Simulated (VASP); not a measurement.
Write the native input for VASP 6.6.1 that does the following.

- Task: relaxation of the atoms
- Functional: r2SCAN
- Potentials or basis: VASP PAW PBE potentials, release 64 (B, As)
- Cutoff: 520 eV
- k mesh: 13 × 13 × 13
- Occupations: fermi-dirac, width 0.05 eV
- Spin: no spin polarisation
- Dipole correction: no
- Further INCAR settings: ALGO = Normal; EDIFF = 1e-07; IBRION = 2; EDIFFG = -0.01; NSW = 50

BAs:

```
B As
1.0
     0.00000    1.89575    1.89575
     1.89575    0.00000    1.89575
     1.89575    1.89575    0.00000
B As
1 1
Direct
  0.00000 0.00000 0.00000
  0.25000 0.25000 0.25000
```

These files were run (other wordings do the same):

POSCAR

```
BAs
1.0
    0.0000000000      1.8957537063      1.8957537063
    1.8957537063      0.0000000000      1.8957537063
    1.8957537063      1.8957537063      0.0000000000
B As
1 1
Direct
    0.0000000000      0.0000000000      0.0000000000
    0.2500000000      0.2500000000      0.2500000000
```

INCAR.step1

```
PREC     = Accurate       # precision mode
ENCUT    = 520            # plane-wave cutoff, eV
ISMEAR   = -1             # smearing method
SIGMA    = 0.05           # smearing width, eV
LREAL    = F              # projectors in reciprocal space
LASPH    = T              # aspherical terms in the spheres
NELM     = 80             # most SCF steps
GGA      = PE             # functional
ALGO     = Normal         # electronic algorithm
EDIFF    = 1E-4           # SCF threshold, eV
LWAVE    = T              # write WAVECAR
LCHARG   = F              # write CHGCAR
```

INCAR.step2

```
PREC     = Accurate       # precision mode
ENCUT    = 520            # plane-wave cutoff, eV
EDIFF    = 1E-7           # SCF threshold, eV
ISMEAR   = -1             # smearing method
SIGMA    = 0.05           # smearing width, eV
LREAL    = F              # projectors in reciprocal space
LASPH    = T              # aspherical terms in the spheres
NELM     = 80             # most SCF steps
ALGO     = Normal         # electronic algorithm
ISIF     = 2              # what is computed and relaxed
LWAVE    = F              # write WAVECAR
LCHARG   = F              # write CHGCAR
METAGGA  = R2SCAN         # meta-GGA
LMIXTAU  = T            
IBRION   = 2              # ionic algorithm
NSW      = 50             # ionic steps
EDIFFG   = -0.01          # ionic threshold
ISTART   = 1
```

KPOINTS

```
regular mesh
0
Gamma
  13 13 13
```

Potentials or basis: VASP PAW PBE potentials, release 64 (B, As).

Run with:

```sh
$ cat potpaw_PBE.64/B/POTCAR potpaw_PBE.64/As/POTCAR > POTCAR
$ cp INCAR.step1 INCAR
$ mpirun -np 1 vasp_std > vasp.out
$ cp INCAR.step2 INCAR
$ mpirun -np 1 vasp_std > vasp.out
```

It gave:

```json
{
  "Pressure after relaxing": "390.1 GPa",
  "Band gap on the k mesh": "0.52 eV, indirect (least direct gap 5.10 eV)"
}
```

Caveat: the relaxation stopped at its first step, so nothing moved; the PAW data sets were made with another functional, which shifts forces and pressure a little.

Run time: 34 s on 1 thread of AMD EPYC 9R45 96-Core Processor (Zen 5), with other jobs on the host, peak memory 0.1 GiB.
